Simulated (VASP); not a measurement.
# SiC (CsCl type) (Pm-3m) in VASP: a series of runs

The runs below take SiC (CsCl type) through single point, relaxation of cell and atoms, with PBE.

Everything below comes from runs of VASP 6.6.1. Logs are shortened: lines on timing, memory, paths and dates and some standing lists are left out, and cuts for length are marked.

## Step 1: The cell of the first run

The structure is cubic, space group Pm-3m (No. 221). Conventional cell: a = 2.555 Å, b = 2.555 Å, c = 2.555 Å, α = 90.00°, β = 90.00°, γ = 90.00°. Si (site symmetry m-3m) has 8 C at 2.21 Å and 6 Si at 2.56 Å within 2.9 Å. C (site symmetry m-3m) has 8 Si at 2.21 Å and 6 C at 2.56 Å within 2.9 Å.

## Step 2: Single point, PBE

INCAR reads:

```
  PREC = Accurate
  ENCUT = 520
  EDIFF = 1E-7
  ISMEAR = -1
  SIGMA = 0.1
  LREAL = False
  LASPH = True
  NELM = 60
  ALGO = Normal
  ISIF = 2
  LWAVE = False
  LCHARG = True
  GGA = PE
  LELF = True
  LVHAR = True
  NBANDS = 11
```

KPOINTS reads:

```
Automatic mesh
0
Gamma
  14 14 14
```

POSCAR reads:

```
SiC
1.0
    2.5553974173      0.0000000000      0.0000000000
    0.0000000000      2.5553974173      0.0000000000
    0.0000000000      0.0000000000      2.5553974173
Si C
1 1
Direct
    0.0000000000      0.0000000000      0.0000000000
    0.5000000000      0.5000000000      0.5000000000
```

Potentials or basis: VASP PAW PBE potentials, release 64 (Si, C).

Command:

```bash
$ cat potpaw_PBE.64/Si/POTCAR potpaw_PBE.64/C/POTCAR > POTCAR
$ mpirun -np 1 vasp_std > vasp.out
```

OUTCAR:

```text
PREC = Accurate
   ENCUT = 520
   EDIFF = 1E-7
   ISMEAR = -1
   LREAL = False
   LASPH = True
   NELM = 60
   ISIF = 2
   GGA = PE

 ion  position               nearest neighbor table
   1  0.000  0.000  0.000-   2 2.21   2 2.21   2 2.21   2 2.21   2 2.21   2 2.21   2 2.21   2 2.21

   2  0.500  0.500  0.500-   1 2.21   1 2.21   1 2.21   1 2.21   1 2.21   1 2.21   1 2.21   1 2.21

  LATTYP: Found a simple cubic cell.
 ALAT       =     2.5553974173

  Lattice vectors:

 A1 = (   2.5553974173,   0.0000000000,   0.0000000000)
 A2 = (   0.0000000000,   2.5553974173,   0.0000000000)
 A3 = (   0.0000000000,   0.0000000000,   2.5553974173)

Analysis of symmetry for initial positions (statically):
=====================================================================
 Subroutine PRICEL returns:
 Original cell was already a primitive cell.

 Routine SETGRP: Setting up the symmetry group for a
 simple cubic supercell.

 Subroutine GETGRP returns: Found 48 space group operations
 (whereof 48 operations were pure point group operations)
 out of a pool of 48 trial point group operations.

The static configuration has the point symmetry O_h .

Analysis of symmetry for dynamics (positions and initial velocities):
=====================================================================
 Subroutine PRICEL returns:
 Original cell was already a primitive cell.

 Routine SETGRP: Setting up the symmetry group for a
 simple cubic supercell.

 Subroutine GETGRP returns: Found 48 space group operations
 (whereof 48 operations were pure point group operations)
 out of a pool of 48 trial point group operations.

The dynamic configuration has the point symmetry O_h .

 Subroutine INISYM returns: Found 48 space group operations
 (whereof 48 operations are pure point group operations),
 and found     1 'primitive' translations

----------------------------------------------------------------------------------------

                                     Primitive cell

  volume of cell :      16.6869

  direct lattice vectors                    reciprocal lattice vectors
     2.555397417  0.000000000  0.000000000     0.391328563  0.000000000  0.000000000
     0.000000000  2.555397417  0.000000000     0.000000000  0.391328563  0.000000000
     0.000000000  0.000000000  2.555397417     0.000000000  0.000000000  0.391328563

  length of vectors
     2.555397417  2.555397417  2.555397417     0.391328563  0.391328563  0.391328563

  position of ions in fractional coordinates (direct lattice)
     0.000000000  0.000000000  0.000000000
     0.500000000  0.500000000  0.500000000

  ion indices of the primitive-cell ions
   primitive index   ion index
                 1           1
                 2           2

----------------------------------------------------------------------------------------

 KPOINTS: Automatic mesh

Automatic generation of k-mesh.
 Grid dimensions read from file:
 generate k-points for:   14   14   14

 Generating k-lattice:

  Cartesian coordinates                     Fractional coordinates (reciprocal lattice)
     0.027952040  0.000000000  0.000000000     0.071428571  0.000000000  0.000000000
     0.000000000  0.027952040  0.000000000     0.000000000  0.071428571  0.000000000
     0.000000000  0.000000000  0.027952040     0.000000000  0.000000000  0.071428571

  Length of vectors
     0.027952040  0.027952040  0.027952040

  Shift w.r.t. Gamma in fractional coordinates (k-lattice)
     0.000000000  0.000000000  0.000000000

 Subroutine IBZKPT returns following result:
 ===========================================

 Found    120 irreducible k-points:

 Following reciprocal coordinates:
            Coordinates               Weight
  0.000000  0.000000  0.000000      1.000000
  0.071429  0.000000  0.000000      6.000000
  0.142857  0.000000  0.000000      6.000000
  0.214286  0.000000  0.000000      6.000000
  0.285714  0.000000  0.000000      6.000000
  0.357143  0.000000  0.000000      6.000000
[... 16 lines left out ...]
  0.285714  0.214286  0.000000     24.000000
  0.357143  0.214286  0.000000     24.000000
 [... further k-points ...]
   k-points           NKPTS =    120   k-points in BZ     NKDIM =    120   number of bands    NBANDS=     11
   number of dos      NEDOS =    301   number of ions     NIONS =      2
   total plane-waves  NPLWV =   8000
   dimension x,y,z NGX =    20 NGY =   20 NGZ =   20
   dimension x,y,z NGXF=    40 NGYF=   40 NGZF=   40
   ions per type =               1   1
   NGX,Y,Z   is equivalent  to a cutoff of  13.01, 13.01, 13.01 a.u.
   NGXF,Y,Z  is equivalent  to a cutoff of  26.02, 26.02, 26.02 a.u.
 SYSTEM =  unknown system
   PREC   = accura    normal or accurate (medium, high low for compatibility)
   ISTART =      0    job   : 0-new  1-cont  2-samecut
   ICHARG =      2    charge: 1-file 2-atom 10-const
   ISPIN  =      1    spin polarized calculation?
   LNONCOLLINEAR =      F non collinear calculations
   LSORBIT =      F    spin-orbit coupling
   LASPH  =      T    aspherical Exc in radial PAW
   ENCUT  =  520.0 eV  38.22 Ry    6.18 a.u.   4.75  4.75  4.75*2*pi/ulx,y,z
   NELM   =     60;   NELMIN=  2; NELMDL= -5     # of ELM steps
   EDIFF  = 0.1E-06   stopping-criterion for ELM
   LREAL  =      F    real-space projection
   EDIFFG = 0.1E-05   stopping-criterion for IOM
   NSW    =      0    number of steps for IOM
   IBRION =     -1    ionic relax: 0-MD 1-quasi-New 2-CG
   NFREE  =      0    steps in history (QN), initial steepest desc. (CG)
   ISIF   =      2    stress and relaxation
   ISYM   =      2    0-nonsym 1-usesym 2-fastsym
   POTIM  = 0.5000    time-step for ionic-motion
   TEBEG  =    0.0;   TEEND  =   0.0 temperature during run
   PSTRESS=    0.0 pullay stress
   NELECT =       8.0000    total number of electrons
   NUPDOWN=      -1.0000    fix difference up-down
   EMIN   =  10.00;   EMAX   =-10.00  energy-range for DOS
   EFERMI =   0.00;   METHOD = LEGACY
   ISMEAR =    -1;   SIGMA  =   0.10  broadening in eV -4-tet -1-fermi 0-gaus
   EFERMI_NEDOS =   21; number of points for ismear=-14 and -15
   IALGO  =     38    algorithm
   IMIX   =      4    mixing-type and parameters
     AMIX     =   0.40;   BMIX     =  1.00
     AMIX_MAG =   1.60;   BMIX_MAG =  1.00
  volume/ion in A,a.u.               =       8.34        56.30
  Fermi-wavevector in a.u.,A,eV,Ry     =   1.281287  2.421281 22.336631  1.641696
  Thomas-Fermi vector in A             =   2.413665
   LORBIT       =      0    0 simple, 1 ext, 2 COOP (PROOUT), +10 PAW based schemes
   GGA     = PE    functional components
   LHFCALC =     F    Hartree Fock is set to
   AEXX    =    0.0000 exact exchange contribution
   IVDW    =     0    specifies the selected vdW correction
   LEPSILON=     F    determine dielectric tensor
   LRPA    =     F    only Hartree local field effects (RPA)
 non-spin polarized calculation
  energy-cutoff  :      520.00
  volume of cell :       16.69
 maximum number of plane-waves:       468
 NGX is ok and might be reduce to    20
   NGX =  9   NGY =  9   NGZ =  9

 number of electron       8.0000000 magnetization

 Free energy of the ion-electron system (eV)
  ---------------------------------------------------
  ext. energy  EPLUGINS =         0.00000000
  ---------------------------------------------------
  free energy    TOTEN  =       -10.82309635 eV

  energy without entropy =      -10.79966355  energy(sigma->0) =      -10.81137995

 E-fermi :  12.6930     XC(G=0): -12.8412

 val. band max:       12.6848641094   @ k =   0.4286   0.0714   0.0714
 cond. band min:      12.7137390272   @ k =   0.2143   0.2143   0.0000
 fundamental gap:      0.0288749178
 Fermi energy:        12.6930359847

 k-point     1 :       0.0000    0.0000    0.0000
  band No.  band energies     occupation
      1      -6.0054      2.00000
      2      11.4295      1.99999
      3      11.4295      1.99999
      4      11.4295      1.99999
      5      15.4121      0.00000
      6      17.4147      0.00000
      7      17.4147      0.00000
      8      26.8289      0.00000
      9      26.8289      0.00000
     10      26.8289      0.00000
     11      33.7878      0.00000

 k-point     2 :       0.0714    0.0000    0.0000
  band No.  band energies     occupation
      1      -5.9003      2.00000
      2      10.4173      2.00000
      3      11.5051      1.99999
      4      11.5051      1.99999
      5      15.7101      0.00000
      6      17.5209      0.00000
      7      18.2374      0.00000
      8      26.5248      0.00000
      9      26.5248      0.00000
     10      26.7338      0.00000
     11      33.6181      0.00000

 k-point     3 :       0.1429    0.0000    0.0000
  band No.  band energies     occupation
      1      -5.5857      2.00000
      2       8.4666      2.00000
      3      11.7269      1.99987
      4      11.7269      1.99987
      5      16.0866      0.00000
      6      17.8369      0.00000
      7      20.0034      0.00000
      8      25.6807      0.00000
      9      25.6807      0.00000
     10      26.6270      0.00000
     11      33.3370      0.00000

 k-point     4 :       0.2143    0.0000    0.0000
  band No.  band energies     occupation
      1      -5.0640      2.00000
      2       6.3853      2.00000
      3      12.0784      1.99573
      4      12.0784      1.99573
      5      16.5058      0.00000
      6      18.3538      0.00000
      7      21.4181      0.00000
      8      24.4930      0.00000
      9      24.4930      0.00000
     10      27.1193      0.00000
     11      32.3088      0.00000
[... 239 lines left out ...]
 k-point    22 :       0.2143    0.2143    0.0000
  band No.  band energies     occupation
      1      -4.1312      2.00000
      2       7.1208      2.00000
      3       7.3213      2.00000
      4      12.7137      0.89685
      5      17.8991      0.00000
      6      18.0684      0.00000
      7      22.2247      0.00000
      8      24.1188      0.00000
      9      24.7051      0.00000
     10      29.1278      0.00000
     11      29.4743      0.00000

 k-point    23 :       0.2857    0.2143    0.0000
  band No.  band energies     occupation
      1      -3.4149      2.00000
      2       5.2447      2.00000
      3       7.8472      2.00000
      4      13.1469      0.02115
      5      16.5793      0.00000
      6      18.4848      0.00000
      7      22.3824      0.00000
      8      23.4915      0.00000
      9      25.7370      0.00000
     10      29.0268      0.00000
     11      29.5552      0.00000

 k-point    24 :       0.3571    0.2143    0.0000
  band No.  band energies     occupation
      1      -2.5128      2.00000
      2       3.4225      2.00000
      3       8.5808      2.00000
      4      13.6032      0.00022
      5      15.1150      0.00000
      6      19.1673      0.00000
      7      22.1162      0.00000
      8      22.6786      0.00000
      9      26.5879      0.00000
     10      29.0716      0.00000
     11      29.1848      0.00000

 [... further k-points ...]
[... 5 lines left out ...]
  --------------------------------------------------------------------------------------
  -------------------------------------------------------------------------------------
  Total        2.2008176      2.2008176      2.2008176      0.0000000     -0.0000000     -0.0000000
  in kB      211.3096277    211.3096277    211.3096277      0.0000000     -0.0000000     -0.0000000
  external PRESSURE =     211.3096277 kB  Pullay stress =       0.0000000 kB

 VOLUME and BASIS-vectors are now :
 -----------------------------------------------------------------------------
  energy-cutoff  :      520.00
  volume of cell :       16.69
      direct lattice vectors                 reciprocal lattice vectors
     2.555397417  0.000000000  0.000000000     0.391328563  0.000000000  0.000000000
     0.000000000  2.555397417  0.000000000     0.000000000  0.391328563  0.000000000
     0.000000000  0.000000000  2.555397417     0.000000000  0.000000000  0.391328563

 POSITION                                       TOTAL-FORCE (eV/Angst)
 -----------------------------------------------------------------------------------
      0.00000      0.00000      0.00000         0.000000      0.000000      0.000000
      1.27770      1.27770      1.27770         0.000000      0.000000      0.000000
 -----------------------------------------------------------------------------------
    total drift:                                0.000000      0.000000      0.000000

  FREE ENERGIE OF THE ION-ELECTRON SYSTEM (eV)
  ---------------------------------------------------
  free  energy   TOTEN  =       -10.8230963513 eV

  energy  without entropy=      -10.7996635523  energy(sigma->0) =      -10.81137995
```

Wall time 6.7 s (1 thread of Intel Xeon 6975P-C (Granite Rapids), shared host); peak memory 0.13 GiB.

Results:

```
Free energy            : -10.8231 eV
Pressure               : 21.1 GPa
Band gap on the k mesh : zero (band 4 reaches 13.93 eV, above the bottom of band 5 at 9.63 eV)
```

## Step 3: Single point, PBE

INCAR reads:

```
  PREC = Accurate
  ENCUT = 520
  EDIFF = 1E-6
  ISMEAR = -1
  SIGMA = 0.1
  LREAL = False
  LASPH = True
  NELM = 60
  ALGO = Normal
  ISIF = 2
  LWAVE = False
  LCHARG = False
  GGA = PE
  NBANDS = 11
```

KPOINTS is that of step 2.

POSCAR reads:

```
SiC
1.0
    2.5558771955      0.0000000000      0.0000000000
    0.0000000000      2.5558771955      0.0000000000
    0.0000000000      0.0000000000      2.5558771955
Si C
1 1
Direct
    0.0000000000      0.0000000000      0.0000000000
    0.5000000000      0.5000000000      0.5000000000
```

Potentials or basis: VASP PAW PBE potentials, release 64 (Si, C).

Command:

```bash
$ cat potpaw_PBE.64/Si/POTCAR potpaw_PBE.64/C/POTCAR > POTCAR
$ mpirun -np 1 vasp_std > vasp.out
```

Wall time 5.7 s (1 thread of Intel Xeon 6975P-C (Granite Rapids), shared host); peak memory 0.13 GiB.

It converged, with:

```
Free energy            : -10.8243 eV
Pressure               : 21.0 GPa
Band gap on the k mesh : zero (band 4 reaches 13.92 eV, above the bottom of band 5 at 9.62 eV)
```

Levels at points of the mesh, in eV from the Fermi level:
```csv
k point,band 1,band 2,band 3,band 4,band 5,band 6,band 7,band 8,band 9
"(0.00, 0.00, 0.00)",-18.69,-1.26,-1.26,-1.26,2.71,4.72,4.72,14.13,14.13
"(0.50, 0.00, 0.00)",-14.29,-12.74,0.85,0.85,5.97,7.38,8.22,8.22,8.35
"(0.50, 0.50, 0.00)",-10.34,-8.73,-8.73,-5.55,2.59,9.58,9.58,12.23,13.43
"(0.50, 0.50, 0.50)",-6.91,-5.01,-5.01,-5.01,-1.76,-1.76,-1.76,1.70,20.98
```

(Part 1 of 2 ends here.)
